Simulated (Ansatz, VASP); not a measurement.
## Fe: VASP beside Ansatz

Contents of INCAR:

```
SYSTEM = Fe
PREC = Accurate
ENCUT = 520
EDIFF = 1E-6
ISMEAR = -1
SIGMA = 0.1
LREAL = .FALSE.
LASPH = .TRUE.
NELM = 150
ALGO = Normal
ISIF = 2
LWAVE = .FALSE.
LCHARG = .FALSE.
ISPIN = 2
MAGMOM = 2.5
LORBIT = 11
LMAXMIX = 4
GGA = PE
NBANDS = 14
```

The input KPOINTS:

```
Automatic mesh
0
G
  21 21 21
  0 0 0
```

Contents of POSCAR:

```
Fe
1.0
   -1.4156766560      1.4156766560      1.4156766560
    1.4156766560     -1.4156766560      1.4156766560
    1.4156766560      1.4156766560     -1.4156766560
Fe
1
Direct
    0.0000000000      0.0000000000      0.0000000000
```

Input for Ansatz:

```yaml
crystal:
  lattice:
    - [-1.415676656, 1.415676656, 1.415676656]
    - [1.415676656, -1.415676656, 1.415676656]
    - [1.415676656, 1.415676656, -1.415676656]
  atoms:
    - { symbol: Fe, position: [0.0, 0.0, 0.0], spin: 2.5 }
magnetization:
  spin_polarized: true
kpoints:
  mp_grid: { grid: [21, 21, 21] }
  band_path:
    path:
      - [0.0, 0.0, 0.0]
      - [0.5, -0.5, 0.5]
      - [0.0, 0.0, 0.5]
      - [0.0, 0.0, 0.0]
      - [0.25, 0.25, 0.25]
      - [0.5, -0.5, 0.5]
      - [0.25, 0.25, 0.25]
      - [0.0, 0.0, 0.5]
    npoints: 14
scf:
  occupations: { method: fermi_dirac, width: 0.1 }
hamiltonian:
  xc: pbe
  pseudopotentials: { kind: all_electron, lapw: { basis_error: 0.001 } }
output:
  forces: true
  stress: true
  eigenvalues: true
  populations: true
  dos: { projected: true, de: 0.2, e_range: [-14, 8] }
```

Alike in both runs: task single point; functional PBE; k mesh 21 × 21 × 21; occupations fermi-dirac, width 0.1 eV; collinear spin.

|  | VASP | Ansatz |
| --- | --- | --- |
| version | VASP 6.6.1 | Ansatz 0.2.0 |
| potentials or method | VASP PAW PBE potentials, release 64 (Fe), cutoff 520 eV | all-electron LAPW, scalar-relativistic |

Ansatz gave:

- pressure (GPa): -0.2
- net moment per atom (μB): 2.15
- size of the moment on the site where the two differ most (μB): 2.20

Q: Which values does VASP return?

A: Pressure (GPa): -0.4; net moment per atom (μB): 2.17; size of the moment on the site where the two differ most (μB): 2.17.

Site moments also hang on the region over which each program counts them. Ansatz ran all-electron here, and VASP with PAW potentials.
